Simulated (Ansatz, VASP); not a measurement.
**One calculation of MgO, two programs**

```
CELL_PARAMETERS angstrom
0.00000 2.11768 2.11768
2.11768 0.00000 2.11768
2.11768 2.11768 0.00000
ATOMIC_POSITIONS crystal
Mg 0.00000 0.00000 0.00000
O 0.50000 0.50000 0.50000
```

Alike in both runs: task single point; functional PBEsol; k mesh 10 × 10 × 10; no spin polarisation.

```csv
,VASP,Ansatz
version,VASP 6.6.1,Ansatz 0.2.0
potentials or method,"VASP PAW PBE potentials, release 64 (Mg, O), cutoff 520 eV","all-electron LAPW, scalar-relativistic"
occupations,"gaussian, width 0.01 eV",fixed
```

Ansatz gave:

- gap on the k mesh at the Fermi level (eV): 4.48
- pressure (GPa): -2.2

Task: Which values does VASP return?

Result: gap on the k mesh at the Fermi level (eV): 4.48; pressure (GPa): -2.8.

VASP's potentials were made for PBE, not for PBEsol. Ansatz ran all-electron here, and VASP with PAW potentials.
